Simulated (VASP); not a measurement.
# Ge2F3 (Cmmm) in VASP: a series of runs, part 2 of 2

VASP 6.6.1. The steps go on from the part before.

## Step 3: Relaxation of cell and atoms, PBE

This run uses another cell than the first one, of 15.18 Å³/atom.

INCAR

```
PREC = Accurate
ENCUT = 600
EDIFF = 1E-6
ISMEAR = 0
SIGMA = 0.1
LREAL = False
LASPH = True
NELM = 80
ALGO = Fast
ISIF = 3
LWAVE = False
LCHARG = False
GGA = PE
IBRION = 2
NSW = 90
EDIFFG = -0.04
```

KPOINTS

```
regular mesh
0
Gamma
  4 4 6
```

POSCAR

```
Ge2F3
1.0
    2.6879714244     -4.0655795718      0.0000000000
    2.6879714244      4.0655795718      0.0000000000
    0.0000000000      0.0000000000      3.4718453732
Ge F
2 3
Direct
    0.0000000000      0.5000000000      0.0000000000
    0.5000000000      0.0000000000      0.0000000000
    0.6546016042      0.3453983958      0.5000000000
    0.3453983958      0.6546016042      0.5000000000
    0.0000000000      0.0000000000      0.5000000000
```

Potentials or basis: VASP PAW PBE potentials, release 64 (Ge_d, F).

On the command line:

```sh
$ cat potpaw_PBE.64/Ge_d/POTCAR potpaw_PBE.64/F/POTCAR > POTCAR
$ mpirun -np 1 vasp_std > vasp.out
```

OUTCAR:

```text
PREC = Accurate
   ENCUT = 600
   EDIFF = 1E-6
   ISMEAR = 0
   LREAL = False
   LASPH = True
   NELM = 80
   ISIF = 3
   GGA = PE
   IBRION = 2
   NSW = 90
   EDIFFG = -0.04

 ion  position               nearest neighbor table
   1  0.000  0.500  0.000-   3 2.33   4 2.33   3 2.33   4 2.33   2 2.69   2 2.69
   2  0.500  0.000  0.000-   3 2.33   4 2.33   3 2.33   4 2.33   1 2.69   1 2.69
   3  0.655  0.345  0.500-   1 2.33   2 2.33   1 2.33   2 2.33
   4  0.345  0.655  0.500-   1 2.33   2 2.33   1 2.33   2 2.33
   5  0.000  0.000  0.500-

  LATTYP: Found a base centered orthorhombic cell.
 ALAT       =     5.3759428488
 B/A-ratio  =     1.5125084794
 C/A-ratio  =     0.6458114364

  Lattice vectors:

 A1 = (   2.6879714244,  -4.0655795718,   0.0000000000)
 A2 = (   2.6879714244,   4.0655795718,   0.0000000000)
[... 386 lines left out ...]
  free energy    TOTEN  =       -20.43672269 eV

  energy without entropy =      -20.42446827  energy(sigma->0) =      -20.43059548

 E-fermi :   3.4148     XC(G=0):  -9.8256

 val. band max:        3.4084332281   @ k =   0.5000   0.2500   0.0000
 cond. band min:       3.4453101554   @ k =   0.5000   0.2500   0.3333
 fundamental gap:      0.0368769273
 Fermi energy:         3.4147724933

 k-point     1 :       0.0000    0.0000    0.0000
  band No.  band energies     occupation
      1     -22.5563      2.00000
      2     -22.5318      2.00000
      3     -22.5258      2.00000
      4     -22.5166      2.00000
      5     -22.4999      2.00000
      6     -22.4679      2.00000
[... 757 lines left out ...]
     28       6.0165      0.00000
     29       6.4564      0.00000

 [... further k-points ...]

------------------------ aborting loop because EDIFF is reached ----------------------------------------

  FORCE on cell =-STRESS in cart. coord.  units (eV):
  Direction    XX          YY          ZZ          XY          YZ          ZX
  --------------------------------------------------------------------------------------
  -------------------------------------------------------------------------------------
  Total        0.0431258     -0.0079025     -0.1432319      0.0000000      0.0000000      0.0000000
  in kB        0.8980532     -0.1645611     -2.9826655      0.0000000      0.0000000      0.0000000
  external PRESSURE =      -0.7497245 kB  Pullay stress =       0.0000000 kB
[... 20 lines left out ...]
  FREE ENERGIE OF THE ION-ELECTRON SYSTEM (eV)
  ---------------------------------------------------
  free  energy   TOTEN  =       -20.4367226920 eV

  energy  without entropy=      -20.4244682712  energy(sigma->0) =      -20.43059548

 reached required accuracy - stopping structural energy minimisation
```

OSZICAR:

```text
N       E                     dE             d eps       ncg     rms          rms(c)
DAV:   1     0.631985359214E+03    0.63199E+03   -0.26646E+04  1998   0.436E+03
[... 53 lines left out ...]
DAV:   1    -0.204403187759E+02   -0.42397E-02   -0.13801E-01  1713   0.324E+00    0.431E-01
RMM:   2    -0.204378890096E+02    0.24298E-02   -0.44110E-03  1929   0.732E-01    0.242E-01
RMM:   3    -0.204368362905E+02    0.10527E-02   -0.11094E-03  1930   0.292E-01    0.847E-02
RMM:   4    -0.204367231044E+02    0.11319E-03   -0.31807E-04  1991   0.148E-01    0.183E-02
RMM:   5    -0.204367229853E+02    0.11908E-06   -0.55509E-05  2040   0.623E-02    0.914E-03
RMM:   6    -0.204367226209E+02    0.36445E-06   -0.12726E-05  1757   0.334E-02    0.212E-03
RMM:   7    -0.204367226920E+02   -0.71087E-07   -0.32183E-06  1212   0.165E-02
   6 F= -.20436723E+02 E0= -.20430595E+02  d E =-.643177E-03
```

CONTCAR:

```text
Ge2F3
   1.00000000000000
     2.7140379218389086   -4.0728810630995183    0.0000000000000000
     2.7140379218389086    4.0728810630995183    0.0000000000000000
     0.0000000000000000    0.0000000000000000    3.4801515873965361
  Ge              F
     2     3
Direct
     0.0000000000000000    0.5000000000000000    0.0000000000000000
     0.5000000000000000    1.0000000000000000    0.0000000000000000
     0.6541138468340756    0.3458861531659244    0.5000000000000000
     0.3458861531659244    0.6541138468340756    0.5000000000000000
     0.0000000000000000    1.0000000000000000    0.5000000000000000

  0.00000000E+00  0.00000000E+00  0.00000000E+00
  0.00000000E+00  0.00000000E+00  0.00000000E+00
  0.00000000E+00  0.00000000E+00  0.00000000E+00
  0.00000000E+00  0.00000000E+00  0.00000000E+00
  0.00000000E+00  0.00000000E+00  0.00000000E+00
```

It took 5.3 min on 1 thread of Oxide Virtual Turin-like, shared host; peak memory 0.2 GiB.

What came out:

- Free energy: -20.4367 eV
- Relaxed volume: 15.39 Å³/atom
- Relaxed cell: a = 4.894 Å, b = 4.894 Å, c = 3.480 Å, α = 90.00°, β = 90.00°, γ = 112.64°
- Space group after relaxing (to 0.1 Å): Cmmm (No. 65)
- Energy gained by relaxing: 0.8 meV/atom
- Ionic steps: 6
- Pressure after relaxing: -0.1 GPa
- Largest force after relaxing: 0.006 eV/Å
- Band gap on the k mesh: zero (an odd number of electrons rules out a gap without spin polarisation)

Forces on the atoms (eV/Å):
```
Ge   0.000  0.000  0.000
Ge   0.000  0.000  0.000
F    0.000 -0.006  0.000
F    0.000  0.006  0.000
F    0.000  0.000  0.000
```

Stress tensor (GPa, compression positive):
```
 0.09  0.00  0.00
 0.00 -0.02  0.00
 0.00  0.00 -0.30
```

Step by step:
```
step  energy change (eV)  largest force (eV/Å)  pressure (GPa)  volume (Å³)
   1              0.0000                0.0685            0.82        75.88
   2             -0.0033                0.0003            0.04        76.73
   3             -0.0034                0.0087           -0.01        76.83
   4             -0.0032                0.0251           -0.20        77.04
   5             -0.0034                0.0114           -0.10        76.87
   6             -0.0040                0.0058           -0.07        76.94
```

Final structure:
```yaml
crystal:
  lattice:
    - [2.71404, -4.07288, 0.00000]
    - [2.71404, 4.07288, 0.00000]
    - [0.00000, 0.00000, 3.48015]
  atoms:
    - { symbol: Ge, position: [0.00000, 0.50000, 0.00000] }
    - { symbol: Ge, position: [0.50000, 0.00000, 0.00000] }
    - { symbol: F, position: [0.65411, 0.34589, 0.50000] }
    - { symbol: F, position: [0.34589, 0.65411, 0.50000] }
    - { symbol: F, position: [0.00000, 0.00000, 0.50000] }
```

Levels at points of the mesh, in eV from the Fermi level:
```
           k point  band 21  band 22  band 23  band 24  band 25  band 26  band 27  band 28  band 29
(0.00, 0.00, 0.00)    -3.19    -3.18    -2.94    -2.42    -1.28     1.37     2.45     4.42     4.57
(0.50, 0.00, 0.00)    -4.00    -3.31    -2.96    -2.83     0.62     1.50     2.84     2.86     4.32
(0.50, 0.50, 0.00)    -3.10    -2.95    -2.92    -2.33    -2.11    -1.08     3.54     4.17     4.41
(0.00, 0.00, 0.50)    -4.18    -2.97    -2.95    -2.55    -0.95     0.57     1.52     2.67     3.87
(0.50, 0.00, 0.50)    -4.09    -3.20    -3.02    -2.85     1.02     2.16     2.33     2.60     3.04
(0.50, 0.50, 0.50)    -4.53    -3.28    -3.11    -2.87    -0.24     1.70     1.81     3.49     4.04
```

Caveat: an odd number of electrons without spin polarisation forces a metal; a magnetic or distorted state may lie lower.

## Step 4: Single point, PBE

INCAR

```
SYSTEM = Ge2F3
ALGO     = Fast           ! electronic algorithm
EDIFF    = 1E-6           ! SCF threshold, eV
ENCUT    = 520            ! plane-wave cutoff, eV
GGA      = PE             ! functional
ISIF     = 2              ! what is computed and relaxed
ISMEAR   = 0              ! smearing method
LASPH    = .True.         ! aspherical terms in the spheres
LCHARG   = .False.        ! write CHGCAR
LREAL    = .False.        ! projectors in reciprocal space
LWAVE    = .False.        ! write WAVECAR
NBANDS   = 32             ! bands
NELM     = 60             ! most SCF steps
PREC     = Accurate       ! precision mode
SIGMA    = 0.1            ! smearing width, eV
```

KPOINTS

```
k-points
0
Gamma
  8 8 12
  0 0 0
```

POSCAR

```
Ge2F3
1.0
    2.6920802777     -4.1028205462      0.0000000000
    2.6920802777      4.1028205462      0.0000000000
    0.0000000000      0.0000000000      3.4943144591
Ge F
2 3
Direct
    0.0000000000      0.5000000000      0.0000000000
    0.5000000000      0.0000000000      0.0000000000
    0.6544716666      0.3455283334      0.5000000000
    0.3455283334      0.6544716666      0.5000000000
    0.0000000000      0.0000000000      0.5000000000
```

On the command line:

```sh
$ cat potpaw_PBE.64/Ge_d/POTCAR potpaw_PBE.64/F/POTCAR > POTCAR
$ mpirun -np 1 vasp_std > vasp.out
```

It took 8.4 min on 1 thread of Oxide Virtual Turin-like, shared host; peak memory 0.36 GiB.

It converged, with:

| Property | Result |
| --- | --- |
| Free energy | -20.5038 eV |
| Pressure | -0.1 GPa |
| Largest force | 0.005 eV/Å |
| Band gap on the k mesh | zero (an odd number of electrons rules out a gap without spin polarisation) |

Forces in eV/Å, atoms in the order of the input:
```
Ge   0.000  0.000  0.000
Ge   0.000  0.000  0.000
F    0.000  0.005  0.000
F    0.000 -0.005  0.000
F    0.000  0.000  0.000
```

Stress tensor (GPa, compression positive):
```
-0.09  0.00  0.00
 0.00 -0.24  0.00
 0.00  0.00 -0.09
```

Levels at points of the mesh, in eV from the Fermi level:
```tsv
k point	band 22	band 23	band 24	band 25	band 26	band 27
(0.00, 0.00, 0.00)	-2.99	-2.80	-2.25	-1.24	1.42	2.65
(0.50, 0.00, 0.00)	-3.15	-2.82	-2.68	0.74	1.60	3.04
(0.50, 0.50, 0.00)	-2.81	-2.78	-2.18	-2.04	-0.96	3.69
(0.00, 0.00, 0.50)	-2.82	-2.78	-2.43	-0.93	0.73	1.73
(0.50, 0.00, 0.50)	-3.03	-2.85	-2.70	1.17	2.27	2.51
(0.50, 0.50, 0.50)	-3.15	-2.97	-2.70	-0.19	1.81	1.96
```

Caveat: an odd number of electrons without spin polarisation forces a metal; a magnetic or distorted state may lie lower.

## Step 5: The runs side by side

```csv
task,cell,k mesh,cutoff (eV),gap on the mesh (eV),pressure (GPa),largest force (eV/Å)
single point,"a = 4.911, b = 4.911, c = 3.473 Å, angles 90.0, 90.0, 112.8°, 5 atoms, atomic positions A",4 × 4 × 6,520,none,-0.1,-
relaxation of cell and atoms,"relaxed from a = 4.874, b = 4.874, c = 3.472 Å, angles 90.0, 90.0, 113.1°, 5 atoms, atomic positions B",4 × 4 × 6,600,none,-0.1,0.01
single point,"a = 4.907, b = 4.907, c = 3.494 Å, angles 90.0, 90.0, 113.5°, 5 atoms, atomic positions C",8 × 8 × 12,520,none,-0.1,0.01
```

Alike in all rows: level PBE; potentials or basis VASP PAW PBE potentials, release 64 (Ge_d, F); no spin polarisation; smearing gaussian 0.1 eV.

Caveats: an odd number of electrons without spin polarisation forces a metal; a magnetic or distorted state may lie lower.

Absolute energies hang on the potentials; compare differences alone.

The gap in the log of VASP goes by the Fermi energy; the results here count the filled bands.